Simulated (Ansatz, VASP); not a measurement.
# Two plane-wave programs on InO

```
In O
1.0
     3.53995    0.00000    0.00000
    -1.76998    3.06569    0.00000
     0.00000    0.00000   16.67095
In O
2 2
Cartesian
  1.7700 1.0219 9.8362
  1.7700 1.0219 6.8347
  0.0000 0.0000 10.6672
  0.0000 0.0000 6.0038
```

Change from the starting cell: strain +0.025 along x and y, +0.050 along z, atoms carried along.

Alike in both runs: task single point; functional PBE; k mesh 12 × 12 × 2; occupations gaussian, width 0.03 eV; no spin polarisation.

|  | VASP | Ansatz |
| --- | --- | --- |
| version | VASP 6.6.1 | Ansatz 0.2.0 |
| potentials or method | VASP PAW PBE potentials, release 64 (In_d, O), cutoff 520 eV | scalar-relativistic, plane waves, PAW |
| valence electrons in the cell | 38 | 38 |

VASP gave:

```
gap on the k mesh at the Fermi level (eV) : 0.22
least direct gap on the mesh (eV)         : 0.85
rms of the force components (eV/Å)        : 0.289
```

**Question.** Which values does Ansatz return?

**Answer.** gap on the k mesh at the Fermi level (eV): 0.23; least direct gap on the mesh (eV): 0.86; rms of the force components (eV/Å): 0.303.

Atom by atom the forces differ by 0.015 eV/Å (rms over components). The functional is the same, so the differences come from potentials, cutoffs and numerics.
